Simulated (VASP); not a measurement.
# BeB15N15 (a cell with a defect) in VASP: notebook

BeB15N15 (a cell with a defect) is run at these levels: PBE; tasks: single point.

All numbers are computed with VASP 6.6.1; they aren't measurements. Logs are shortened: lines on timing, memory, paths and dates and some standing lists are left out, and cuts for length are marked.

### 1 The cell of the first run

The cell holds a defect, 31 atoms: a = 6.277 Å, b = 6.277 Å, c = 6.277 Å, α = 109.47°, β = 109.47°, γ = 109.47°.

### 2 Single point, PBE, collinear spin

INCAR reads:

```
SYSTEM = BeB15N15
PREC = Accurate
ENCUT = 520
EDIFF = 1E-6
ISMEAR = 0
SIGMA = 0.01
LREAL = Auto
LASPH = .True.
NELM = 200
ALGO = Normal
ISIF = 2
LWAVE = .False.
LCHARG = .False.
ISPIN = 2
MAGMOM = 0.2 0.01 0 0.04 0.01 0 0 0 0 0 0 0.04 0 0 0.01 0 0.01 0.01 0.02 0.01 0.01 0 0 0.01 0 0 0 0.02 0 0 0
LORBIT = 11
NUPDOWN = 1.0
GGA = PE
NBANDS = 86
NELECT = 123.0
GGA_COMPAT = .False.
ISYM = -1
```

KPOINTS reads:

```
explicit points
1
Reciprocal
  0.25000000   0.25000000   0.25000000 1
```

POSCAR reads:

```
BeB15N15
1.0
   -3.6241103800      3.6241103800     -3.6241103800
    3.6241103800      3.6241103800      3.6241103800
    3.6241103800     -3.6241103800     -3.6241103800
B Be N
15 1 15
Direct
    0.0105953172      0.0111700401     -0.0040253524
    0.0031964925      0.2515293711      0.7519106421
    0.0041092326      0.5015520230      0.5011956115
   -0.0119175819      0.7513894099      0.2553051946
    0.2511372520      0.0035594154      0.7519386192
    0.2484464145      0.5046573863      0.2529927827
    0.2502724831      0.7537542177      0.0022272283
    0.5012274536      0.0044849500      0.5011622642
    0.5043057190      0.2488283337      0.2529981678
    0.4954221248      0.4957929151     -0.0028694667
    0.4997847048      0.7502102081      0.7495501558
    0.7513858830     -0.0115237188      0.2550839104
    0.7533533795      0.2506233610      0.0021992037
    0.7498859044      0.5001877360      0.7496009377
    0.7509442058      0.7512947636      0.5044514936
    0.2294886500      0.2298794445      0.4736230371
    0.0013707375      0.2561353755     -0.0004604050
    0.0033353454      0.5031720205      0.7523146534
   -0.0018500923      0.7502525284      0.5036559843
    0.2556883805      0.0017594882     -0.0003664205
    0.2466512118      0.2470139788      0.7565074214
    0.2488752280      0.5114334151      0.4985473036
    0.2467623722      0.7586337343      0.2511464392
    0.5027954160      0.0036709608      0.7523001037
    0.5110517598      0.2492464748      0.4985400791
    0.5015038854      0.5018681690      0.2530452302
    0.5015138327      0.7491248558      0.0017398728
    0.7500099621     -0.0014884633      0.5035668390
    0.7582797624      0.2471386809      0.2511203812
    0.7487509473      0.5018025627      0.0017547826
    0.7525704068      0.7529570503      0.7546143705
```

Potentials or basis: VASP PAW PBE potentials, release 64 (B, Be, N).

Launch:

```sh
cat potpaw_PBE.64/B/POTCAR potpaw_PBE.64/Be/POTCAR potpaw_PBE.64/N/POTCAR > POTCAR
mpirun -np 1 vasp_std > vasp.out
```

OUTCAR:

```text
SYSTEM = BeB15N15
   PREC = Accurate
   ENCUT = 520
   EDIFF = 1E-6
   ISMEAR = 0
   LREAL = Auto
   LASPH = .True.
   NELM = 200
   ISIF = 2
   ISPIN = 2
   LORBIT = 11
   NUPDOWN = 1.0
   GGA = PE
   NELECT = 123.0
   ISYM = -1

 ion  position               nearest neighbor table
   1  0.011  0.011  0.996-  17 1.55  20 1.55  31 1.59
   2  0.003  0.252  0.752-  21 1.53  17 1.55  18 1.58  28 1.58
   3  0.004  0.502  0.501-  22 1.52  19 1.57  29 1.57  18 1.57
   4  0.988  0.751  0.255-  19 1.54  30 1.56  23 1.62
   5  0.251  0.004  0.752-  21 1.53  20 1.55  24 1.58  19 1.58
   6  0.248  0.505  0.253-  22 1.53  17 1.57  26 1.59  23 1.60
   7  0.250  0.754  0.002-  20 1.55  23 1.56  18 1.56  27 1.59
   8  0.501  0.004  0.501-  25 1.52  28 1.57  23 1.57  24 1.57
   9  0.504  0.249  0.253-  25 1.53  20 1.57  26 1.59  29 1.60
  10  0.495  0.496  0.997-  21 1.55  27 1.57  30 1.57  26 1.58
  11  0.500  0.750  0.750-  22 1.55  31 1.57  24 1.58  27 1.58
  12  0.751  0.988  0.255-  28 1.54  27 1.56  29 1.62
  13  0.753  0.251  0.002-  17 1.55  29 1.56  24 1.56  30 1.59
  14  0.750  0.500  0.750-  25 1.55  31 1.57  18 1.58  30 1.58
  15  0.751  0.751  0.504-  19 1.56  28 1.56  31 1.56  26 1.57
  16  0.229  0.230  0.474-  22 1.68  25 1.68  21 1.71
  17  0.001  0.256  1.000-   2 1.55   1 1.55  13 1.55   6 1.57
  18  0.003  0.503  0.752-   7 1.56   3 1.57   2 1.58  14 1.58
  19  0.998  0.750  0.504-   4 1.54  15 1.56   3 1.57   5 1.58
  20  0.256  0.002  1.000-   5 1.55   7 1.55   1 1.55   9 1.57
  21  0.247  0.247  0.757-   5 1.53   2 1.53  10 1.55  16 1.71
  22  0.249  0.511  0.499-   3 1.52   6 1.53  11 1.55  16 1.68
  23  0.247  0.759  0.251-   7 1.56   8 1.57   6 1.60   4 1.62
  24  0.503  0.004  0.752-  13 1.56   8 1.57   5 1.58  11 1.58
  25  0.511  0.249  0.499-   8 1.52   9 1.53  14 1.55  16 1.68
  26  0.502  0.502  0.253-  15 1.57  10 1.58   9 1.59   6 1.59
  27  0.502  0.749  0.002-  12 1.56  10 1.57  11 1.58   7 1.59
  28  0.750  0.999  0.504-  12 1.54  15 1.56   8 1.57   2 1.58
  29  0.758  0.247  0.251-  13 1.56   3 1.57   9 1.60  12 1.62
  30  0.749  0.502  0.002-   4 1.56  10 1.57  14 1.58  13 1.59
  31  0.753  0.753  0.755-  15 1.56  11 1.57  14 1.57   1 1.59

IMPORTANT INFORMATION: All symmetrisations will be switched off!
NOSYMM: (Re-)initialisation of all symmetry stuff for point group C_1.

----------------------------------------------------------------------------------------

                                     Primitive cell

  volume of cell :     190.3988

  direct lattice vectors                    reciprocal lattice vectors
    -3.624110380  3.624110380 -3.624110380     0.000000000  0.137964893 -0.137964893
     3.624110380  3.624110380  3.624110380     0.137964893  0.137964893  0.000000000
     3.624110380 -3.624110380 -3.624110380     0.137964893  0.000000000 -0.137964893

  length of vectors
     6.277143310  6.277143310  6.277143310     0.195111823  0.195111823  0.195111823

  position of ions in fractional coordinates (direct lattice)
     0.010595317  0.011170040  0.995974648
     0.003196493  0.251529371  0.751910642
     0.004109233  0.501552023  0.501195612
     0.988082418  0.751389410  0.255305195
     0.251137252  0.003559415  0.751938619
     0.248446415  0.504657386  0.252992783
[... 23 lines left out ...]
     0.748750947  0.501802563  0.001754783
     0.752570407  0.752957050  0.754614371

  ion indices of the primitive-cell ions
   primitive index   ion index
                 1           1
                 2           2
                 3           3
                 4           4
                 5           5
                 6           6
[... 23 lines left out ...]
                30          30
                31          31

----------------------------------------------------------------------------------------

 KPOINTS: explicit points

Read explicit list of k-points.

 Found      1 k-points:

 Following reciprocal coordinates:
            Coordinates               Weight
  0.250000  0.250000  0.250000      1.000000
   k-points           NKPTS =      1   k-points in BZ     NKDIM =      1   number of bands    NBANDS=     86
   number of dos      NEDOS =    301   number of ions     NIONS =     31
   total plane-waves  NPLWV = 110592
   dimension x,y,z NGX =    48 NGY =   48 NGZ =   48
   dimension x,y,z NGXF=    96 NGYF=   96 NGZF=   96
   ions per type =              15   1  15
   NGX,Y,Z   is equivalent  to a cutoff of  12.71, 12.71, 12.71 a.u.
   NGXF,Y,Z  is equivalent  to a cutoff of  25.42, 25.42, 25.42 a.u.
 SYSTEM =  BeB15N15
   PREC   = accura    normal or accurate (medium, high low for compatibility)
   ISTART =      0    job   : 0-new  1-cont  2-samecut
   ICHARG =      2    charge: 1-file 2-atom 10-const
   ISPIN  =      2    spin polarized calculation?
   LNONCOLLINEAR =      F non collinear calculations
   LSORBIT =      F    spin-orbit coupling
   LASPH  =      T    aspherical Exc in radial PAW
   ENCUT  =  520.0 eV  38.22 Ry    6.18 a.u.  11.67 11.67 11.67*2*pi/ulx,y,z
   NELM   =    200;   NELMIN=  2; NELMDL= -5     # of ELM steps
   EDIFF  = 0.1E-05   stopping-criterion for ELM
   LREAL  =      T    real-space projection
   EDIFFG = 0.1E-04   stopping-criterion for IOM
   NSW    =      0    number of steps for IOM
   IBRION =     -1    ionic relax: 0-MD 1-quasi-New 2-CG
   NFREE  =      0    steps in history (QN), initial steepest desc. (CG)
   ISIF   =      2    stress and relaxation
   ISYM   =     -1    0-nonsym 1-usesym 2-fastsym
   POTIM  = 0.5000    time-step for ionic-motion
   TEBEG  =    0.0;   TEEND  =   0.0 temperature during run
   PSTRESS=    0.0 pullay stress
   NELECT =     123.0000    total number of electrons
   NUPDOWN=       1.0000    fix difference up-down
   EMIN   =  10.00;   EMAX   =-10.00  energy-range for DOS
   EFERMI =   0.00;   METHOD = LEGACY
   ISMEAR =     0;   SIGMA  =   0.01  broadening in eV -4-tet -1-fermi 0-gaus
   EFERMI_NEDOS =   21; number of points for ismear=-14 and -15
   IALGO  =     38    algorithm
   IMIX   =      4    mixing-type and parameters
     AMIX     =   0.40;   BMIX     =  1.00
     AMIX_MAG =   1.60;   BMIX_MAG =  1.00
  volume/ion in A,a.u.               =       6.14        41.45
  Fermi-wavevector in a.u.,A,eV,Ry     =   1.415213  2.674365 27.250124  2.002828
  Thomas-Fermi vector in A             =   2.536675
   LORBIT       =     11    0 simple, 1 ext, 2 COOP (PROOUT), +10 PAW based schemes
   GGA     = PE    functional components
   LHFCALC =     F    Hartree Fock is set to
   AEXX    =    0.0000 exact exchange contribution
   IVDW    =     0    specifies the selected vdW correction
   LEPSILON=     F    determine dielectric tensor
   LRPA    =     F    only Hartree local field effects (RPA)
 spin polarized calculation
 Gauss-broadening in eV      SIGMA  =   0.01
  energy-cutoff  :      520.00
  volume of cell :      190.40
 maximum number of plane-waves:      5072
 NGX is ok and might be reduce to    48
   NGX = 23   NGY = 23   NGZ = 23

 number of electron     123.0000011 magnetization       1.0000030

 Free energy of the ion-electron system (eV)
  ---------------------------------------------------
  ext. energy  EPLUGINS =         0.00000000
  ---------------------------------------------------
  free energy    TOTEN  =      -251.33459342 eV

  energy without entropy =     -251.33459342  energy(sigma->0) =     -251.33459342

 E-fermi :   6.7149     XC(G=0): -12.6213

 val. band max:       10.7342422007   @ k =   0.2500   0.2500   0.2500
 cond. band min:      11.7093558510   @ k =   0.2500   0.2500   0.2500
 fundamental gap:      0.9751136503
 Fermi energy:        10.7847511805

 spin component 1

 k-point     1 :       0.2500    0.2500    0.2500
  band No.  band energies     occupation
      1     -11.8317      1.00000
      2     -11.8082      1.00000
      3     -11.6800      1.00000
      4     -11.0063      1.00000
      5      -8.7940      1.00000
      6      -8.7382      1.00000
[... 65 lines left out ...]
     72      14.9261      0.00000
     73      14.9707      0.00000
 Fermi energy:         6.7149372485

 spin component 2

 k-point     1 :       0.2500    0.2500    0.2500
  band No.  band energies     occupation
      1     -11.7974      1.00000
      2     -11.7911      1.00000
      3     -11.6607      1.00000
      4     -10.9730      1.00000
      5      -8.7597      1.00000
      6      -8.7136      1.00000
[... 65 lines left out ...]
     72      15.0173      0.00000
     73      15.0854      0.00000
 [bands above 73 left out]

------------------------ aborting loop because EDIFF is reached ----------------------------------------

  FORCE on cell =-STRESS in cart. coord.  units (eV):
  Direction    XX          YY          ZZ          XY          YZ          ZX
  --------------------------------------------------------------------------------------
  -------------------------------------------------------------------------------------
  Total       10.7178231     19.5607198     10.7759255     -5.7915619      5.9315095     -1.0629614
  in kB       90.1888655    164.6005088     90.6777891    -48.7351202     49.9127585     -8.9446599
  external PRESSURE =     115.1557212 kB  Pullay stress =       0.0000000 kB

 VOLUME and BASIS-vectors are now :
 -----------------------------------------------------------------------------
  energy-cutoff  :      520.00
  volume of cell :      190.40
      direct lattice vectors                 reciprocal lattice vectors
    -3.624110380  3.624110380 -3.624110380     0.000000000  0.137964893 -0.137964893
     3.624110380  3.624110380  3.624110380     0.137964893  0.137964893  0.000000000
     3.624110380 -3.624110380 -3.624110380     0.137964893  0.000000000 -0.137964893

 POSITION                                       TOTAL-FORCE (eV/Angst)
 -----------------------------------------------------------------------------------
      3.61160     -3.53064     -3.60744         0.003264     -0.012100     -0.014920
      3.62499     -1.80185     -1.82502        -0.007995      0.006375      0.012672
      3.61918      0.01618     -0.01360         0.005722     -0.005381     -0.001944
      0.06745      5.37878     -1.78306         0.002916      0.037510      0.020669
      1.82786     -1.80206     -3.62236        -0.012837      0.004606      0.004189
      1.84541      1.81246      0.01166        -0.008196      0.009629     -0.005172
[... 23 lines left out ...]
     -0.88861      4.52578     -0.90133        -0.003227     -0.003643      0.000996
      2.73621      2.72139     -2.73340         0.004688     -0.000293     -0.002359
 -----------------------------------------------------------------------------------
    total drift:                               -0.007734      0.001252      0.003772

  FREE ENERGIE OF THE ION-ELECTRON SYSTEM (eV)
  ---------------------------------------------------
  free  energy   TOTEN  =      -251.3345934168 eV

  energy  without entropy=     -251.3345934168  energy(sigma->0) =     -251.33459342

 total charge

# of ion       s       p       d       tot
------------------------------------------
    1        0.664   1.325   0.000   1.989
    2        0.681   1.389   0.000   2.070
    3        0.681   1.387   0.000   2.069
    4        0.660   1.249   0.000   1.909
    5        0.681   1.388   0.000   2.069
    6        0.675   1.355   0.000   2.029
[... 23 lines left out ...]
   30        1.211   2.756   0.000   3.968
   31        1.210   2.756   0.000   3.966
--------------------------------------------------
tot         28.759  62.665   0.000  91.423

 magnetization (x)

# of ion       s       p       d       tot
------------------------------------------
    1        0.055   0.262   0.000   0.317
    2        0.002   0.009   0.000   0.011
    3        0.001   0.005   0.000   0.006
    4        0.013   0.054   0.000   0.068
    5        0.002   0.009   0.000   0.011
    6        0.001   0.002   0.000   0.003
[... 23 lines left out ...]
   30        0.000   0.000   0.000   0.000
   31       -0.001  -0.001   0.000  -0.001
--------------------------------------------------
tot          0.104   0.503   0.000   0.607
```

Wall time 3.6 min (1 thread of Intel Xeon 6975P-C (Granite Rapids), shared host); peak memory 0.39 GiB.

What came out:

* Free energy: -251.3346 eV
* Largest force: 0.043 eV/Å
* Net moment: 1.00 μB per cell
* Site moments: B +0.32, +0.01, +0.07, +0.00, +0.06 (each value once); Be +0.00; N +0.01, +0.00, -0.00 (each value once) μB
* Valence electrons inside the program's atomic spheres: B 1.99, 2.07, 1.91, 2.03, 2.05 (each value once); Be 1.30; N 4.00, 3.98, 3.99, 4.01, 3.95, 3.96, 3.97 (each value once)

Forces on the atoms (eV/Å):
```
B    0.003 -0.012 -0.015
B   -0.008  0.006  0.013
B    0.006 -0.005 -0.002
B    0.003  0.038  0.021
B   -0.013  0.005  0.004
B   -0.008  0.010 -0.005
B   -0.007 -0.003 -0.006
B    0.000 -0.008 -0.006
B    0.006  0.004  0.010
B   -0.003  0.004 -0.002
B    0.006  0.000 -0.009
B   -0.009  0.021 -0.009
B    0.006  0.001  0.010
B    0.008 -0.001 -0.005
B   -0.001 -0.001  0.002
Be  -0.019 -0.019  0.016
N    0.006 -0.007 -0.005
N    0.000 -0.006  0.003
N    0.008 -0.004 -0.003
N    0.007 -0.003 -0.002
N    0.004  0.003 -0.002
N    0.002  0.005 -0.004
N    0.002 -0.012  0.003
N   -0.003 -0.004  0.001
N    0.004  0.008 -0.005
N   -0.001 -0.003  0.001
N    0.000  0.000  0.005
N    0.003  0.000 -0.002
N   -0.005 -0.012 -0.003
N   -0.003 -0.004  0.001
N    0.005  0.000 -0.002
```

Caveat: the cell carries a net charge on a neutralising background, which shifts energy and pressure; the cell is charged against a uniform background, so pressure and absolute levels hang on convention; the total moment is fixed, so each spin has its own Fermi level.

### 3 Single point, PBE, collinear spin

INCAR reads:

```
ALGO     = Normal         # electronic algorithm
EDIFF    = 1E-6           # SCF threshold, eV
ENCUT    = 520            # plane-wave cutoff, eV
GGA      = PE             # functional
GGA_COMPAT= F            
ISIF     = 2              # what is computed and relaxed
ISMEAR   = 0              # smearing method
ISPIN    = 2              # spin polarisation
ISYM     = -1           
LASPH    = T              # aspherical terms in the spheres
LCHARG   = F              # write CHGCAR
LORBIT   = 11             # projections on sites
LREAL    = Auto         
LWAVE    = F              # write WAVECAR
MAGMOM   = 0.05 0.01 0.01 0.05 0.01 0.01 0 0.01 0.01 0 0 0.05 0 0 0 0.02 0.01 0 0.01 0.01 0 0 0.01 0 0 0 0.01 0.01 0.01 0.01 0.01 # initial moments
NBANDS   = 86             # bands
NELECT   = 121.0        
NELM     = 200            # most SCF steps
NUPDOWN  = 1.0            # fixed moment
PREC     = Accurate       # precision mode
SIGMA    = 0.01           # smearing width, eV
```

KPOINTS is that of step 2.

POSCAR reads:

```
BeB15N15
1.0
   -3.6241103800      3.6241103800     -3.6241103800
    3.6241103800      3.6241103800      3.6241103800
    3.6241103800     -3.6241103800     -3.6241103800
B Be N
15 1 15
Direct
   -0.0016626435     -0.0023632141     -0.0365544443
    0.0029882431      0.2500875897      0.7484068699
    0.0029684728      0.4976064978      0.5009898409
   -0.0016830175      0.7125089630      0.2485113368
    0.2507960674      0.0022751352      0.7484872934
    0.2507541377      0.4975570772      0.2531630065
    0.2441141621      0.7470042424     -0.0020852136
    0.4982495125      0.0022037191      0.5009968420
    0.4982489260      0.2500380972      0.2531260238
    0.4977065351      0.4969968189      0.0018100599
    0.4976755841      0.7508609056      0.7479009996
    0.7132814334     -0.0024161329      0.2485011802
    0.7477522931      0.2433581934     -0.0020586191
    0.7516068219      0.4969792021      0.7479179547
    0.7477196778      0.7469848133      0.4942786166
    0.2702004800      0.2694596419      0.5203801070
   -0.0020265131      0.2462114753      0.0017890807
    0.0022379426      0.4997222242      0.7506515002
   -0.0020404542      0.7508335608      0.4971397879
    0.2469277563     -0.0027454400      0.0017611934
    0.2483844167      0.2476775263      0.7612994033
    0.2483381594      0.5103626661      0.4986413093
    0.2469246079      0.7508315903      0.2481880678
    0.5004401605      0.0014768828      0.7506143246
    0.5110500190      0.2476010164      0.4985806131
    0.5004365365      0.4996992755      0.2524355639
    0.5010296569      0.7500047639      0.0009560619
    0.7515437525     -0.0027877996      0.4970980274
    0.7515479490      0.2462052949      0.2481498284
    0.7507291728      0.5003621028      0.0009293485
    0.7506994687      0.7499813608      0.7512478472
```

Potentials or basis: VASP PAW PBE potentials, release 64 (B, Be, N).

Launch:

```sh
cat potpaw_PBE.64/B/POTCAR potpaw_PBE.64/Be/POTCAR potpaw_PBE.64/N/POTCAR > POTCAR
mpirun -np 1 vasp_std > vasp.out
```

Run time: 3.4 min. Hardware: 1 thread of Intel Xeon 6975P-C (Granite Rapids), shared host; peak memory 0.38 GiB.

It converged, with:

- Free energy: -269.8512 eV
- Largest force: 0.047 eV/Å
- Net moment: 1.00 μB per cell
- Site moments: B +0.09, +0.01, +0.00 (each value once); Be +0.05; N +0.01, -0.00 (each value once) μB
- Valence electrons inside the program's atomic spheres: B 2.02, 2.01, 2.00 (each value once); Be 1.47; N 3.97, 4.01, 3.96 (each value once)

Forces on the atoms (eV/Å):
```
B    0.024 -0.028 -0.027
B    0.011 -0.027  0.004
B    0.005 -0.016  0.015
B    0.032  0.027  0.020
B   -0.011 -0.018 -0.007
B   -0.006  0.004  0.009
B    0.009  0.001 -0.005
B   -0.018 -0.002 -0.005
B   -0.012  0.004  0.001
B    0.012  0.012 -0.012
B    0.012  0.011 -0.015
B   -0.014  0.027 -0.028
B    0.005  0.004  0.003
B    0.012  0.010 -0.008
B    0.008  0.001 -0.005
Be  -0.003 -0.009  0.007
N    0.008  0.024  0.012
N    0.000 -0.009  0.014
N    0.010 -0.004 -0.018
N   -0.010  0.019 -0.010
N   -0.005 -0.001 -0.001
N   -0.014  0.011  0.007
N   -0.012  0.012 -0.016
N    0.000 -0.011 -0.002
N   -0.004  0.009  0.003
N   -0.007 -0.001  0.013
N   -0.033 -0.013  0.020
N    0.022 -0.004 -0.013
N    0.020  0.009  0.005
N   -0.021 -0.022  0.023
N   -0.016 -0.021  0.016
```

Caveat: the cell carries a net charge on a neutralising background, which shifts energy and pressure; the cell is charged against a uniform background, so pressure and absolute levels hang on convention; the total moment is fixed, so each spin has its own Fermi level.

(Continued in part 2 of 2.)
